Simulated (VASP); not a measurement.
# Bi2S3 (Pnma) in VASP: single point with PBE

Aim: the single point of Bi2S3 with PBE.

All numbers are computed with VASP 6.6.1; they aren't measurements. Logs are shortened: lines on timing, memory, paths and dates and some standing lists are left out, and cuts for length are marked.

### 1 The cell of the first run

Symmetry: Pnma, No. 62, orthorhombic system. Conventional cell: a = 11.355 Å, b = 3.986 Å, c = 11.078 Å, α = 90.00°, β = 90.00°, γ = 90.00°. Bi (site symmetry m) has 7 S at 2.68 to 3.40 Å within 3.5 Å. Bi (site symmetry m) has 7 S at 2.61 to 3.33 Å within 3.4 Å. S (site symmetry m) has 5 Bi at 2.61 to 3.04 Å within 3.4 Å. Within 4.0 Å of S (site symmetry m) lie 5 Bi at 2.68 to 3.33 Å and 9 S at 3.34 to 3.99 Å. Within 3.7 Å of S (site symmetry m) lie 4 Bi at 2.71 to 3.40 Å and 5 S at 3.34 to 3.66 Å.

### 2 Single point, PBE

Contents of INCAR:

```
SYSTEM = Bi2S3
  ALGO = Normal
  EDIFF = 1E-6
  ENCUT = 520
  GGA = PE
  ISIF = 2
  ISMEAR = -1
  LASPH = .True.
  LCHARG = .True.
  LELF = .True.
  LREAL = Auto
  LVHAR = .True.
  LWAVE = .False.
  NBANDS = 112
  NELM = 80
  PREC = Accurate
  SIGMA = 0.02
```

Contents of KPOINTS:

```
k-points
0
Gamma
  2 6 2
  0 0 0
```

Contents of POSCAR:

```
Bi2S3
1.0
   11.3553380527      0.0000000000      0.0000000000
    0.0000000000      3.9860550068      0.0000000000
    0.0000000000      0.0000000000     11.0782430777
Bi S
8 12
Direct
    0.0132803740      0.2500000000      0.3255700658
    0.9867196260      0.7500000000      0.6744299342
    0.4867196260      0.7500000000      0.8255700658
    0.5132803740      0.2500000000      0.1744299342
    0.1608644016      0.7500000000      0.0326993616
    0.8391355984      0.2500000000      0.9673006384
    0.3391355984      0.2500000000      0.5326993616
    0.6608644016      0.7500000000      0.4673006384
    0.4509192825      0.7500000000      0.3714312526
    0.5490807175      0.2500000000      0.6285687474
    0.0490807175      0.2500000000      0.8714312526
    0.9509192825      0.7500000000      0.1285687474
    0.1216406767      0.7500000000      0.4426542110
    0.8783593233      0.2500000000      0.5573457890
    0.3783593233      0.2500000000      0.9426542110
    0.6216406767      0.7500000000      0.0573457890
    0.7141493456      0.2500000000      0.3066907802
    0.2858506544      0.7500000000      0.6933092198
    0.7858506544      0.7500000000      0.8066907802
    0.2141493456      0.2500000000      0.1933092198
```

Potentials or basis: VASP PAW PBE potentials, release 64 (Bi_d, S).

The run is started by

```sh
$ cat potpaw_PBE.64/Bi_d/POTCAR potpaw_PBE.64/S/POTCAR > POTCAR
$ mpirun -np 1 vasp_std > vasp.out
```

OUTCAR:

```text
SYSTEM = Bi2S3
   EDIFF = 1E-6
   ENCUT = 520
   GGA = PE
   ISIF = 2
   ISMEAR = -1
   LASPH = .True.
   LREAL = Auto
   NELM = 80
   PREC = Accurate

 ion  position               nearest neighbor table
   1  0.013  0.250  0.326-  13 2.68  13 2.68  20 2.71  14 2.99  12 3.04  12 3.04
   2  0.987  0.750  0.674-  14 2.68  14 2.68  19 2.71  13 2.99  11 3.04  11 3.04
   3  0.487  0.750  0.826-  15 2.68  15 2.68  18 2.71  16 2.99  10 3.04  10 3.04
   4  0.513  0.250  0.174-  16 2.68  16 2.68  17 2.71  15 2.99   9 3.04   9 3.04
   5  0.161  0.750  0.033-  12 2.61  20 2.74  20 2.74  11 2.96  11 2.96  15 3.33  15 3.33
   6  0.839  0.250  0.967-  11 2.61  19 2.74  19 2.74  12 2.96  12 2.96  16 3.33  16 3.33
   7  0.339  0.250  0.533-  10 2.61  18 2.74  18 2.74   9 2.96   9 2.96  13 3.33  13 3.33
   8  0.661  0.750  0.467-   9 2.61  17 2.74  17 2.74  10 2.96  10 2.96  14 3.33  14 3.33
   9  0.451  0.750  0.371-   8 2.61   7 2.96   7 2.96   4 3.04   4 3.04
  10  0.549  0.250  0.629-   7 2.61   8 2.96   8 2.96   3 3.04   3 3.04
  11  0.049  0.250  0.871-   6 2.61   5 2.96   5 2.96   2 3.04   2 3.04
  12  0.951  0.750  0.129-   5 2.61   6 2.96   6 2.96   1 3.04   1 3.04
  13  0.122  0.750  0.443-   1 2.68   1 2.68   2 2.99   7 3.33   7 3.33
  14  0.878  0.250  0.557-   2 2.68   2 2.68   1 2.99   8 3.33   8 3.33
  15  0.378  0.250  0.943-   3 2.68   3 2.68   4 2.99   5 3.33   5 3.33
  16  0.622  0.750  0.057-   4 2.68   4 2.68   3 2.99   6 3.33   6 3.33
  17  0.714  0.250  0.307-   4 2.71   8 2.74   8 2.74
  18  0.286  0.750  0.693-   3 2.71   7 2.74   7 2.74
  19  0.786  0.750  0.807-   2 2.71   6 2.74   6 2.74
  20  0.214  0.250  0.193-   1 2.71   5 2.74   5 2.74

  LATTYP: Found a simple orthorhombic cell.
 ALAT       =     3.9860550068
 B/A-ratio  =     2.7792499248
 C/A-ratio  =     2.8487660189

  Lattice vectors:

 A1 = (   0.0000000000,   3.9860550068,   0.0000000000)
 A2 = (   0.0000000000,   0.0000000000,  11.0782430777)
 A3 = (  11.3553380527,   0.0000000000,   0.0000000000)

Analysis of symmetry for initial positions (statically):
=====================================================================
 Subroutine PRICEL returns:
 Original cell was already a primitive cell.

 Routine SETGRP: Setting up the symmetry group for a
 simple orthorhombic supercell.

 Subroutine GETGRP returns: Found  8 space group operations
 (whereof  2 operations were pure point group operations)
 out of a pool of  8 trial point group operations.

The static configuration has the point symmetry S_2 .
 The point group associated with its full space group is D_2h.

Analysis of symmetry for dynamics (positions and initial velocities):
=====================================================================
 Subroutine PRICEL returns:
 Original cell was already a primitive cell.

 Routine SETGRP: Setting up the symmetry group for a
 simple orthorhombic supercell.

 Subroutine GETGRP returns: Found  8 space group operations
 (whereof  2 operations were pure point group operations)
 out of a pool of  8 trial point group operations.

The dynamic configuration has the point symmetry S_2 .
 The point group associated with its full space group is D_2h.

 Subroutine INISYM returns: Found  8 space group operations
 (whereof  2 operations are pure point group operations),
 and found     1 'primitive' translations

----------------------------------------------------------------------------------------

                                     Primitive cell

  volume of cell :     501.4345

  direct lattice vectors                    reciprocal lattice vectors
    11.355338053  0.000000000  0.000000000     0.088064309  0.000000000  0.000000000
     0.000000000  3.986055007  0.000000000     0.000000000  0.250874611  0.000000000
     0.000000000  0.000000000 11.078243078     0.000000000  0.000000000  0.090267021

  length of vectors
    11.355338053  3.986055007 11.078243078     0.088064309  0.250874611  0.090267021

  position of ions in fractional coordinates (direct lattice)
     0.013280374  0.250000000  0.325570066
     0.986719626  0.750000000  0.674429934
     0.486719626  0.750000000  0.825570066
     0.513280374  0.250000000  0.174429934
     0.160864402  0.750000000  0.032699362
     0.839135598  0.250000000  0.967300638
[... 12 lines left out ...]
     0.785850654  0.750000000  0.806690780
     0.214149346  0.250000000  0.193309220

  ion indices of the primitive-cell ions
   primitive index   ion index
                 1           1
                 2           2
                 3           3
                 4           4
                 5           5
                 6           6
[... 12 lines left out ...]
                19          19
                20          20

----------------------------------------------------------------------------------------

 KPOINTS: k-points

Automatic generation of k-mesh.
 Grid dimensions read from file:
 generate k-points for:    2    6    2

 Generating k-lattice:

  Cartesian coordinates                     Fractional coordinates (reciprocal lattice)
     0.044032155  0.000000000  0.000000000     0.500000000  0.000000000  0.000000000
     0.000000000  0.041812435  0.000000000     0.000000000  0.166666667  0.000000000
     0.000000000  0.000000000  0.045133510     0.000000000  0.000000000  0.500000000

  Length of vectors
     0.044032155  0.041812435  0.045133510

  Shift w.r.t. Gamma in fractional coordinates (k-lattice)
     0.000000000  0.000000000  0.000000000

 Subroutine IBZKPT returns following result:
 ===========================================

 Found     16 irreducible k-points:

 Following reciprocal coordinates:
            Coordinates               Weight
  0.000000  0.000000  0.000000      1.000000
  0.500000  0.000000  0.000000      1.000000
  0.000000  0.166667  0.000000      2.000000
  0.500000  0.166667  0.000000      2.000000
  0.000000  0.333333  0.000000      2.000000
  0.500000  0.333333  0.000000      2.000000
[... 8 lines left out ...]
  0.000000  0.500000  0.500000      1.000000
  0.500000  0.500000  0.500000      1.000000
   k-points           NKPTS =     16   k-points in BZ     NKDIM =     16   number of bands    NBANDS=    112
   number of dos      NEDOS =    301   number of ions     NIONS =     20
   total plane-waves  NPLWV = 211680
   dimension x,y,z NGX =    84 NGY =   30 NGZ =   84
   dimension x,y,z NGXF=   168 NGYF=   60 NGZF=  168
   ions per type =               8  12
   NGX,Y,Z   is equivalent  to a cutoff of  12.30, 12.51, 12.61 a.u.
   NGXF,Y,Z  is equivalent  to a cutoff of  24.60, 25.02, 25.21 a.u.
 SYSTEM =  Bi2S3
   PREC   = accura    normal or accurate (medium, high low for compatibility)
   ISTART =      0    job   : 0-new  1-cont  2-samecut
   ICHARG =      2    charge: 1-file 2-atom 10-const
   ISPIN  =      1    spin polarized calculation?
   LNONCOLLINEAR =      F non collinear calculations
   LSORBIT =      F    spin-orbit coupling
   LASPH  =      T    aspherical Exc in radial PAW
   ENCUT  =  520.0 eV  38.22 Ry    6.18 a.u.  21.11  7.41 20.60*2*pi/ulx,y,z
   NELM   =     80;   NELMIN=  2; NELMDL= -5     # of ELM steps
   EDIFF  = 0.1E-05   stopping-criterion for ELM
   LREAL  =      T    real-space projection
   EDIFFG = 0.1E-04   stopping-criterion for IOM
   NSW    =      0    number of steps for IOM
   IBRION =     -1    ionic relax: 0-MD 1-quasi-New 2-CG
   NFREE  =      0    steps in history (QN), initial steepest desc. (CG)
   ISIF   =      2    stress and relaxation
   ISYM   =      2    0-nonsym 1-usesym 2-fastsym
   POTIM  = 0.5000    time-step for ionic-motion
   TEBEG  =    0.0;   TEEND  =   0.0 temperature during run
   PSTRESS=    0.0 pullay stress
   NELECT =     192.0000    total number of electrons
   NUPDOWN=      -1.0000    fix difference up-down
   EMIN   =  10.00;   EMAX   =-10.00  energy-range for DOS
   EFERMI =   0.00;   METHOD = LEGACY
   ISMEAR =    -1;   SIGMA  =   0.02  broadening in eV -4-tet -1-fermi 0-gaus
   EFERMI_NEDOS =   21; number of points for ismear=-14 and -15
   IALGO  =     38    algorithm
   IMIX   =      4    mixing-type and parameters
     AMIX     =   0.40;   BMIX     =  1.00
     AMIX_MAG =   1.60;   BMIX_MAG =  1.00
  volume/ion in A,a.u.               =      25.07       169.19
  Fermi-wavevector in a.u.,A,eV,Ry     =   1.188786  2.246481 19.227931  1.413213
  Thomas-Fermi vector in A             =   2.324908
   LORBIT       =      0    0 simple, 1 ext, 2 COOP (PROOUT), +10 PAW based schemes
   GGA     = PE    functional components
   LHFCALC =     F    Hartree Fock is set to
   AEXX    =    0.0000 exact exchange contribution
   IVDW    =     0    specifies the selected vdW correction
   LEPSILON=     F    determine dielectric tensor
   LRPA    =     F    only Hartree local field effects (RPA)
 non-spin polarized calculation
  energy-cutoff  :      520.00
  volume of cell :      501.43
 maximum number of plane-waves:     13564
   NGX = 43   NGY = 15   NGZ = 41

 number of electron     192.0000012 magnetization

 Free energy of the ion-electron system (eV)
  ---------------------------------------------------
  ext. energy  EPLUGINS =         0.00000000
  ---------------------------------------------------
  free energy    TOTEN  =       -87.49003050 eV

  energy without entropy =      -87.49003050  energy(sigma->0) =      -87.49003050

 E-fermi :   5.7197     XC(G=0):  -9.7095

 val. band max:        5.2303236495   @ k =   0.5000   0.0000   0.0000
 cond. band min:       6.6500998570   @ k =   0.0000   0.0000   0.0000
 fundamental gap:      1.4197762075
 Fermi energy:         5.7196686471

 k-point     1 :       0.0000    0.0000    0.0000
  band No.  band energies     occupation
      1     -17.2906      2.00000
      2     -17.2895      2.00000
      3     -17.2859      2.00000
      4     -17.2853      2.00000
      5     -17.2829      2.00000
      6     -17.2810      2.00000
[... 100 lines left out ...]
    107       8.2900      0.00000
    108       8.5912      0.00000
[... 1663 lines left out ...]
    107       8.9839      0.00000
    108       8.9839      0.00000
 [bands above 108 left out]

------------------------ aborting loop because EDIFF is reached ----------------------------------------

  FORCE on cell =-STRESS in cart. coord.  units (eV):
  Direction    XX          YY          ZZ          XY          YZ          ZX
  --------------------------------------------------------------------------------------
  -------------------------------------------------------------------------------------
  Total        6.7659678      6.6316173      6.2004621      0.0000000      0.0000000      0.0000000
  in kB       21.6185352     21.1892602     19.8116386      0.0000000      0.0000000      0.0000000
  external PRESSURE =      20.8731447 kB  Pullay stress =       0.0000000 kB

 VOLUME and BASIS-vectors are now :
 -----------------------------------------------------------------------------
  energy-cutoff  :      520.00
  volume of cell :      501.43
      direct lattice vectors                 reciprocal lattice vectors
    11.355338053  0.000000000  0.000000000     0.088064309  0.000000000  0.000000000
     0.000000000  3.986055007  0.000000000     0.000000000  0.250874611  0.000000000
     0.000000000  0.000000000 11.078243078     0.000000000  0.000000000  0.090267021

 POSITION                                       TOTAL-FORCE (eV/Angst)
 -----------------------------------------------------------------------------------
      0.15080      0.99651      3.60674        -0.162756     -0.000000     -0.057075
     11.20453      2.98954      7.47150         0.162756     -0.000000      0.057075
      5.52687      2.98954      9.14587         0.162756      0.000000     -0.057075
      5.82847      0.99651      1.93238        -0.162756     -0.000000      0.057075
      1.82667      2.98954      0.36225         0.083905      0.000000     -0.118974
      9.52867      0.99651     10.71599        -0.083905      0.000000      0.118974
[... 12 lines left out ...]
      8.92360      2.98954      8.93672        -0.124515     -0.000000     -0.022384
      2.43174      0.99651      2.14153         0.124515     -0.000000      0.022384
 -----------------------------------------------------------------------------------
    total drift:                                0.000000      0.000000      0.000000

  FREE ENERGIE OF THE ION-ELECTRON SYSTEM (eV)
  ---------------------------------------------------
  free  energy   TOTEN  =       -87.4900305027 eV

  energy  without entropy=      -87.4900305027  energy(sigma->0) =      -87.49003050
```

It took 31 min on 1 thread of Oxide Virtual Turin-like, shared host; peak memory 0.77 GiB.

What came out:

| Item | Value |
| --- | --- |
| Free energy | -87.4900 eV |
| Pressure | 2.1 GPa |
| Largest force | 0.172 eV/Å |
| Band gap on the k mesh | 1.42 eV (least direct gap 1.51 eV) |

Forces in eV/Å, atoms in the order of the input:
```
Bi  -0.163  0.000 -0.057
Bi   0.163  0.000  0.057
Bi   0.163  0.000 -0.057
Bi  -0.163  0.000  0.057
Bi   0.084  0.000 -0.119
Bi  -0.084  0.000  0.119
Bi  -0.084  0.000 -0.119
Bi   0.084  0.000  0.119
S   -0.099  0.000 -0.075
S    0.099  0.000  0.075
S    0.099  0.000 -0.075
S   -0.099  0.000  0.075
S    0.118  0.000  0.102
S   -0.118  0.000 -0.102
S   -0.118  0.000  0.102
S    0.118  0.000 -0.102
S    0.125  0.000 -0.022
S   -0.125  0.000  0.022
S   -0.125  0.000 -0.022
S    0.125  0.000  0.022
```

Stress tensor (GPa, compression positive):
```
2.16 0.00 0.00
0.00 2.12 0.00
0.00 0.00 1.98
```

Caveat: spin-orbit coupling is left out, which moves the levels of the heavy elements. A k mesh can miss the band edges.
